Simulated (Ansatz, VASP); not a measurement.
Nb2PdSe4 in VASP and in Ansatz

Contents of INCAR:

```
PREC     = Accurate       # precision mode
ENCUT    = 600            # plane-wave cutoff, eV
EDIFF    = 1E-6           # SCF threshold, eV
ISMEAR   = 0              # smearing method
SIGMA    = 0.15           # smearing width, eV
LREAL    = F              # projectors in reciprocal space
LASPH    = T              # aspherical terms in the spheres
NELM     = 100            # most SCF steps
ALGO     = Normal         # electronic algorithm
ISIF     = 3              # what is computed and relaxed
LWAVE    = F              # write WAVECAR
LCHARG   = F              # write CHGCAR
GGA      = PE             # functional
IBRION   = 2              # ionic algorithm
NSW      = 36             # ionic steps
EDIFFG   = -0.08          # ionic threshold
```

The input KPOINTS:

```
regular mesh
0
Gamma
  4 4 1
```

File POSCAR:

```
Nb2PdSe4
1.0
    3.5500000000      0.0000000000      0.0000000000
   -1.7750000000      3.0743901800      0.0000000000
    0.0000000000      0.0000000000     13.9800000000
Nb Pd Se
2 1 4
Direct
    0.0000000000      0.0000000000      0.2500000000
    0.0000000000      0.0000000000      0.7500000000
    0.0000000000      0.0000000000      0.0000000000
    0.3333333300      0.6666666700      0.1300000000
    0.3333333300      0.6666666700      0.3700000000
    0.6666666700      0.3333333300      0.6300000000
    0.6666666700      0.3333333300      0.8700000000
```

Input for Ansatz:

```yaml
crystal:
  lattice:
    - [3.55, 0.0, 0.0]
    - [-1.775, 3.07439018, 0.0]
    - [0.0, 0.0, 13.98]
  atoms:
    - { symbol: Nb, position: [0.0, 0.0, 0.25] }
    - { symbol: Nb, position: [0.0, 0.0, 0.75] }
    - { symbol: Pd, position: [0.0, 0.0, 0.0] }
    - { symbol: Se, position: [0.33333333, 0.66666667, 0.13] }
    - { symbol: Se, position: [0.33333333, 0.66666667, 0.37] }
    - { symbol: Se, position: [0.66666667, 0.33333333, 0.63] }
    - { symbol: Se, position: [0.66666667, 0.33333333, 0.87] }
basis:
  ecutwfc: 420
kpoints:
  mp_grid: { grid: [4, 4, 1] }
hamiltonian:
  xc: pbe
scf:
  occupations: { method: gaussian, width: 0.15 }
  lower_state_search: "off"
output:
  forces: true
  stress: true
  eigenvalues: true
relax:
  adjacent_minimum: "off"
  f_tol: 0.08
  max_steps: 16
  cell: { stress_tol: 0.8 }
```

Alike in both runs: task relaxation of cell and atoms; functional PBE; k mesh 4 × 4 × 1; occupations gaussian, width 0.15 eV; no spin polarisation.

```csv
,VASP,Ansatz
version,VASP 6.6.1,Ansatz 0.2.0
potentials or method,"VASP PAW PBE potentials, release 64 (Nb_sv, Pd, Se), cutoff 600 eV","scalar-relativistic, plane waves, PAW"
valence electrons in the cell,60,108
```

```csv
,VASP,Ansatz,Ansatz less VASP
"gap on the k mesh at the Fermi level, each at its own relaxed structure (eV)",none,none,-
relaxed volume (Å³/atom),21.05,21.63,+0.579
relaxed cell length with the largest relative difference (Å),13.407,13.880,+0.4727
```

A gap of «none» marks a metal or a gap that the smearing closes. VASP's potentials hold 60 valence electrons a cell and Ansatz's 108, so a difference there can come from the potentials and not from the codes.

The k mesh is coarse, so the values compare programs but aren't converged.
